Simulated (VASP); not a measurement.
# CuO (zincblende type): electric field gradients with PBE

Crystal: CuO (zincblende type).

```
Cu O
1.0
     0.00000    2.26180    2.26180
     2.26180    0.00000    2.26180
     2.26180    2.26180    0.00000
Cu O
1 1
Cartesian
  0.0000 0.0000 0.0000
  1.1309 1.1309 1.1309
```

| Quantity | Value |
| --- | --- |
| Program | VASP 6.6.1 |
| Task | electric field gradients |
| Functional | PBE |
| Potentials or basis | VASP PAW PBE potentials, release 64 (Cu, O) |
| Cutoff | 520 eV |
| k mesh | 16 × 16 × 16 |
| Occupations | fermi-dirac, width 0.05 eV |
| Spin | no spin polarisation |
| Dipole correction | no |
| Further INCAR settings | ALGO = Normal; EDIFF = 1e-08; NBANDS = 16 |

| Quantity | Value |
| --- | --- |
| Pressure | 0.7 GPa |
| Band gap on the k mesh | zero (an odd number of electrons rules out a gap without spin polarisation) |
| Largest electric field gradient by atom | zero within the noise of the run |

Levels at points of the mesh, in eV from the Fermi level:
| k point | band 6 | band 7 | band 8 | band 9 | band 10 | band 11 | band 12 | band 13 |
| --- | --- | --- | --- | --- | --- | --- | --- | --- |
| (0.00, 0.00, 0.00) | -2.04 | 0.80 | 0.80 | 0.80 | 0.99 | 14.37 | 14.37 | 14.37 |
| (0.50, 0.00, 0.00) | -1.92 | -1.82 | -0.02 | -0.02 | 6.16 | 7.92 | 13.98 | 13.98 |
| (0.50, 0.50, 0.00) | -1.81 | -1.40 | -1.14 | -1.14 | 5.86 | 9.98 | 11.56 | 14.83 |

Wall time 52 s on 1 thread of Intel Xeon 6455B, on a shared host, peak memory 0.18 GiB.

Caveat: an odd number of electrons without spin polarisation forces a metal; a magnetic or distorted state may lie lower; semilocal functionals often make such compounds metallic where correlation or magnetic order opens a gap, which also shifts bond lengths. With open d or f shells a metallic result of PBE can be an artefact of self-interaction; +U or a hybrid may open a gap.
